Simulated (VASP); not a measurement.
Runs of VASP 6.6.1 on Sc4Ta. The structure is that of space group P-43m (No. 215), or close to it. The cells are those of the table. 

```csv
task,cell,k mesh,cutoff (eV),gap on the mesh (eV),pressure (GPa),relaxed volume (Å³/atom),largest force (eV/Å)
relaxation of cell and atoms,"relaxed from a = 5.013 Å, 5 atoms",8 × 8 × 8,600,none,0.0,25.24,-
relaxation of cell and atoms,"relaxed from a = 4.624 Å, 5 atoms",4 × 4 × 4,600,none,0.1,25.31,-
single point,"a = 5.008 Å, 5 atoms",8 × 8 × 8,520,none,(b),-,0.05
single point,"a = 4.624 Å, 5 atoms",4 × 4 × 4,520,none,(a),-,-
single point,"a = 5.013 Å, 5 atoms",4 × 4 × 4,520,none,0.3,-,0.08
```

Alike in all rows: level PBE; potentials or basis VASP PAW PBE potentials, release 64 (Sc_sv, Ta_pv); no spin polarisation; smearing gaussian 0.1 eV.

Q: Fill in the values left out.

A: (a) 39.5; (b) 0.2.

Caveats: spin-orbit coupling is left out, which moves the levels of the heavy elements; the volume moved by over 15 % at a fixed basis, so the end points are rough (some runs).

A k mesh can miss the band edges, and the runs leave out spin-orbit coupling on Ta.

A gap of «none» marks levels without a gap at the run's occupations.
